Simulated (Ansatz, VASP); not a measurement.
# Two plane-wave programs on Li

```
CELL_PARAMETERS angstrom
0.00000 3.30178 3.30178
3.30178 0.00000 3.30178
3.30178 3.30178 0.00000
ATOMIC_POSITIONS crystal
Li 0.25000 0.25000 0.25000
Li 0.75000 0.75000 0.75000
Li 0.50000 0.50000 0.50000
```

Alike in both runs: task relaxation of cell and atoms; functional PBE; k mesh 12 × 12 × 12; occupations gaussian, width 0.1 eV; no spin polarisation.

|  | VASP | Ansatz |
| --- | --- | --- |
| version | VASP 6.6.1 | Ansatz 0.2.0 |
| potentials or method | VASP PAW PBE potentials, release 64 (Li_sv), cutoff 600 eV | scalar-relativistic, plane waves, PAW |
| valence electrons in the cell | 9 | 9 |

```csv
,VASP,Ansatz,Ansatz less VASP
"gap on the k mesh at the Fermi level, each at its own relaxed structure (eV)",none,none,-
relaxed volume (Å³/atom),24.00,24.39,+0.392
relaxed length of the cell vector where the two differ most in proportion (Å),4.669,4.695,+0.0253
```

A gap of «none» marks a metal or a gap that the smearing closes.

Noted on VASP's run: the cutoff is under 1.25 times that of the potentials, so the pressure is a little rough; the relaxation stopped at its first step, so nothing moved.
